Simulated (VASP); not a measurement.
Wanted: the native input for a VASP 6.6.1 run.

* Task: single point
* Functional: PBE
* Potentials or basis: VASP PAW PBE potentials, release 64 (Be, As)
* Cutoff: 520 eV
* k mesh: 12 × 12 × 14
* Occupations: gaussian, width 0.1 eV
* Spin: no spin polarisation
* Dipole correction: no
* Further INCAR settings: ALGO = Normal; EDIFF = 1e-06; NBANDS = 14

The structure of Be3As lies in POSCAR:

```
Be3As
1.0
    4.1255860353      0.0000000000      0.0000000000
   -2.0627930177      3.5728623120      0.0000000000
    0.0000000000      0.0000000000      3.3108140794
Be As
3 1
Direct
    0.5000000000      0.5000000000      0.5000000000
    0.0000000000      0.5000000000      0.5000000000
    0.5000000000      0.0000000000      0.5000000000
    0.0000000000      0.0000000000      0.0000000000
```

The input as run:

INCAR

```
PREC = Accurate
ENCUT = 520
EDIFF = 1E-6
ISMEAR = 0
SIGMA = 0.1
LREAL = F
LASPH = T
NELM = 100
ALGO = Normal
ISIF = 2
LWAVE = F
LCHARG = F
GGA = PE
NBANDS = 14
```

KPOINTS

```
Automatic mesh
0
Gamma
  12 12 14
```

Potentials or basis: VASP PAW PBE potentials, release 64 (Be, As).

Command:

```bash
$ cat potpaw_PBE.64/Be/POTCAR potpaw_PBE.64/As/POTCAR > POTCAR
$ mpirun -np 1 vasp_std > vasp.out
```

Results of the run:

The pressure is 0.1 GPa.

Wall time 42 s on 1 thread of AMD EPYC 9R45 96-Core Processor (Zen 5), with other jobs on the host, peak memory 0.21 GiB.
